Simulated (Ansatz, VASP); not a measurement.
**Sn: VASP beside Ansatz**

Contents of INCAR:

```
  PREC = Accurate
  ENCUT = 520
  EDIFF = 1E-6
  ISMEAR = -1
  SIGMA = 0.05
  LREAL = False
  LASPH = True
  NELM = 60
  ALGO = Normal
  ISIF = 2
  LWAVE = False
  LCHARG = False
  GGA = PS
  NBANDS = 21
```

The input KPOINTS:

```
regular mesh
0
Gamma
  11 11 11
```

File POSCAR:

```
Sn
1.0
    0.0000000000      3.2456000000      3.2456000000
    3.2456000000      0.0000000000      3.2456000000
    3.2456000000      3.2456000000      0.0000000000
Sn
2
Direct
    0.5000000000      0.5000000000      0.5000000000
    0.7500000000      0.7500000000      0.7500000000
```

Input for Ansatz:

```yaml
crystal:
  lattice:
    - [0.0, 3.2456, 3.2456]
    - [3.2456, 0.0, 3.2456]
    - [3.2456, 3.2456, 0.0]
  atoms:
    - { symbol: Sn, position: [0.5, 0.5, 0.5] }
    - { symbol: Sn, position: [0.75, 0.75, 0.75] }
kpoints:
  mp_grid: { grid: [11, 11, 11] }
  band_path:
    path:
      - [0.0, 0.0, 0.0]
      - [0.5, 0.0, 0.5]
      - [0.625, 0.25, 0.625]
      - [0.375, 0.375, 0.75]
      - [0.0, 0.0, 0.0]
      - [0.5, 0.5, 0.5]
      - [0.5, 0.25, 0.75]
      - [0.5, 0.0, 0.5]
    npoints: 5
scf:
  occupations: { method: fermi_dirac, width: 0.05 }
hamiltonian:
  xc: pbesol
  pseudopotentials: { kind: all_electron, lapw: { basis_error: 0.001 } }
output:
  forces: true
  stress: true
  eigenvalues: true
```

Alike in both runs: task single point; functional PBEsol; k mesh 11 × 11 × 11; occupations fermi-dirac, width 0.05 eV; no spin polarisation.

|  | VASP | Ansatz |
| --- | --- | --- |
| version | VASP 6.6.1 | Ansatz 0.2.0 |
| potentials or method | VASP PAW PBE potentials, release 64 (Sn_d), cutoff 520 eV | all-electron LAPW, scalar-relativistic |

```tsv
	VASP	Ansatz	Ansatz less VASP
pressure (GPa)	0.9	1.0	+0.07
```

VASP's potentials were made for PBE, not for PBEsol. Ansatz ran all-electron here, and VASP with PAW potentials.
